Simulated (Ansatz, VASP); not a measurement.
# One calculation of WSe2, two programs

```
W Se
1.0
     3.31794    0.00000    0.00000
    -1.65897    3.02427    0.00000
     0.00000    0.00000   16.65814
W Se
1 2
Direct
  0.00000 0.00000 0.00000
  0.33333 0.66667 0.09979
  0.33333 0.66667 0.90021
```

Change from the starting cell: strain +0.0525 x Voigt [0, 1, 0, 0, 0, 0], atoms carried along.

Alike in both runs: task single point; functional PBEsol; dispersion D3(BJ); k mesh 12 × 12 × 2; occupations gaussian, width 0.05 eV; no spin polarisation.

```csv
,VASP,Ansatz
version,VASP 6.6.1,Ansatz 0.2.0
potentials or method,"VASP PAW PBE potentials, release 64 (W_sv, Se), cutoff 520 eV","scalar-relativistic, plane waves, PAW"
valence electrons in the cell,26,46
```

|  | VASP | Ansatz | Ansatz less VASP |
| --- | --- | --- | --- |
| gap on the k mesh at the Fermi level (eV) | 1.28 | 1.28 | +0.003 |
| least direct gap on the mesh (eV) | 1.28 | 1.28 | +0.003 |
| rms of the force components (eV/Å) | 0.317 | 0.337 | +0.0206 |

VASP's potentials were made for PBE, not for PBEsol. Atom by atom the forces differ by 0.023 eV/Å (rms over components). VASP's potentials hold 26 valence electrons a cell and Ansatz's 46, so a difference there can come from the potentials and not from the codes.

Neither program's run includes spin-orbit coupling.
